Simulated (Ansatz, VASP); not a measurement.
**CeHf2O6 in VASP and in Ansatz**

```
Ce Hf O
1.0
     3.70986    0.00000    0.00000
    -1.85493    3.21283    0.00000
     0.00000    0.00000    8.96527
Ce Hf O
1 2 6
Cartesian
  0.0000 0.0000 0.0000
  0.0000 2.1419 5.8944
  1.8549 1.0709 3.0709
  1.8549 1.0709 5.2064
  0.0000 0.0000 2.4024
  0.0000 2.1419 8.1046
  0.0000 2.1419 3.7589
  1.8549 1.0709 0.8606
  0.0000 0.0000 6.5628
```

Alike in both runs: functional PBE; k mesh 12 × 12 × 4; occupations gaussian, width 0.02 eV; no spin polarisation.

Ansatz relaxed the structure, and its values are those at the end. VASP's run is a single point on that final structure, the one shown.

|  | VASP | Ansatz |
| --- | --- | --- |
| version | VASP 6.6.1 | Ansatz 0.2.0 |
| potentials or method | VASP PAW PBE potentials, release 64 (Ce, Hf_pv, O), cutoff 520 eV | scalar-relativistic, plane waves, PAW |
| valence electrons in the cell | 68 | 100 |

Ansatz gave:

```
gap on the k mesh at the Fermi level (eV) : 1.59
least direct gap on the mesh (eV)         : 1.59
pressure (GPa)                            : 0.0
rms of the force components (eV/Å)        : 0.000
```

Question: Which values does VASP return?

Answer: gap on the k mesh at the Fermi level (eV): 1.59; least direct gap on the mesh (eV): 1.59; pressure (GPa): -2.2; rms of the force components (eV/Å): 0.045.

VASP's potentials hold 68 valence electrons a cell and Ansatz's 100, so a difference there can come from the potentials and not from the codes.

Spin-orbit coupling is off throughout.
